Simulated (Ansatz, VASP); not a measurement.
## InP in VASP and in Ansatz

```
CELL_PARAMETERS angstrom
0.00000 2.95198 2.95198
2.95198 0.00000 2.95198
2.95198 2.95198 0.00000
ATOMIC_POSITIONS crystal
In 0.00000 0.00000 0.00000
P 0.75000 0.75000 0.75000
```

Alike in both runs: task relaxation of cell and atoms; functional LDA; k mesh 10 × 10 × 10; occupations gaussian, width 0.02 eV; no spin polarisation.

```csv
,VASP,Ansatz
version,VASP 6.6.1,Ansatz 0.2.0
potentials or method,"VASP PAW LDA potentials, release 64 (In_d, P), cutoff 600 eV","scalar-relativistic, plane waves, PAW"
valence electrons in the cell,18,18
```

Ansatz gave:

```
gap on the k mesh at the Fermi level, each at its own relaxed structure (eV) : 0.58
relaxed volume (Å³/atom)                                                     : 24.73
relaxed cell length with the largest relative difference (Å)                 : 4.120
```

Question: Which values does VASP return?

Answer: gap on the k mesh at the Fermi level, each at its own relaxed structure (eV): 0.60; relaxed volume (Å³/atom): 24.75; relaxed cell length with the largest relative difference (Å): 4.121.

Ansatz warns that its potentials were made for another functional, while VASP's fit it. LDA's correlation is that of Perdew and Zunger in VASP and of Perdew and Wang (1992) in Ansatz.
